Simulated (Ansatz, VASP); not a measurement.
**RuCl2: VASP beside Ansatz**

```
CELL_PARAMETERS angstrom
3.30562 0.00000 0.00000
-1.65281 2.86275 0.00000
0.00000 0.00000 12.85751
ATOMIC_POSITIONS crystal
Ru 0.33333 0.66667 0.25000
Ru 0.66667 0.33333 0.75000
Cl 0.33333 0.66667 0.62750
Cl 0.66667 0.33333 0.12750
Cl 0.33333 0.66667 0.87250
Cl 0.66667 0.33333 0.37250
```

Alike in both runs: task single point; functional PBE; k mesh 6 × 6 × 2; occupations gaussian, width 0.1 eV; collinear spin.

|  | VASP | Ansatz |
| --- | --- | --- |
| version | VASP 6.6.1 | Ansatz 0.2.0 |
| potentials or method | VASP PAW PBE potentials, release 64 (Ru_pv, Cl), cutoff 520 eV | scalar-relativistic, plane waves, PAW |
| valence electrons in the cell | 56 | 60 |

VASP gave:

* gap on the k mesh at the Fermi level (eV): none
* pressure (GPa): 2.4
* traceless stress, the component that is largest in VASP (GPa): 0.11
* rms of the force components (eV/Å): 0.076
* net moment per atom (μB): 0.00
* size of the moment on the site where the two differ most (μB): 0.00

Problem. Estimate Ansatz's values.

Solution. gap on the k mesh at the Fermi level (eV): none; pressure (GPa): 10.9; traceless stress, the component that is largest in VASP (GPa): 0.75; rms of the force components (eV/Å): 0.594; net moment per atom (μB): 1.29; size of the moment on the site where the two differ most (μB): 2.69.

The net moments are unlike, so the other rows may belong to different states. Site moments also hang on the region over which each program counts them. Atom by atom the forces differ by 0.518 eV/Å (rms over components). A gap of «none» marks a metal or a gap that the smearing closes. VASP's potentials hold 56 valence electrons a cell and Ansatz's 60, so a difference there can come from the potentials and not from the codes.

The k mesh is coarse, so the values compare programs but aren't converged.
